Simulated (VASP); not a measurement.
**Sb: electric field gradients with PBE**

Sb:

```
Sb
1.0
     2.22539    1.33007    3.79488
    -2.07582    1.26555    3.73037
     0.01891   -2.42714    3.70675
Sb
2
Direct
  0.23364 0.23364 0.23364
  0.76636 0.76636 0.76636
```

This cell differs from its parent crystal: equal xy, yz and zx shear strains of +3 %.

* Program: VASP 6.6.1
* Task: electric field gradients
* Functional: PBE
* Potentials or basis: VASP PAW PBE potentials, release 64 (Sb)
* Cutoff: 520 eV
* k mesh: 9 × 9 × 9
* Occupations: fermi-dirac, width 0.05 eV
* Spin: no spin polarisation
* Dipole correction: no
* Further INCAR settings: ALGO = Normal; EDIFF = 1e-08; NBANDS = 12

* Pressure: 3.3 GPa
* Largest force: 0.301 eV/Å
* Band gap on the k mesh: zero (bands 5 and 6 overlap by 0.23 eV)
* Largest electric field gradient by atom: Sb -50.9 V/Å²

Forces in eV/Å, atoms in the order of the input:
```
Sb  -0.074 -0.147  0.252
Sb   0.074  0.147 -0.252
```

Stress tensor (GPa, compression positive):
```
 4.33 -0.17 -0.87
-0.17  2.51 -1.78
-0.87 -1.78  2.92
```

Levels at points of the mesh, in eV from the Fermi level:
```
           k point  band 1  band 2  band 3  band 4  band 5  band 6  band 7  band 8  band 9  band 10
(0.00, 0.00, 0.00)  -12.74   -4.72   -2.08   -2.02   -1.48    2.07    2.58    2.96    4.97     5.25
```

Electric field gradients, principal values (V/Å²):
| atom | least | middle | greatest (by size) |
| --- | --- | --- | --- |
| 1 Sb | 12.071 | 38.867 | -50.938 |
| 2 Sb | 12.071 | 38.867 | -50.938 |

It took 4.7 min on 1 thread of Intel(R) Xeon(R) Platinum 8375C CPU @ 2.90GHz (Ice Lake), with other jobs on the host, peak memory 0.36 GiB.

Caveat: the cell differs from its parent crystal (equal xy, yz and zx shear strains of +3 %); the cell stands under pressure; without QUAD_EFG the Cq values of the log hold for a quadrupole moment of 1 mb, not for the nuclei; spin-orbit coupling is left out, which moves the levels of the heavy elements.
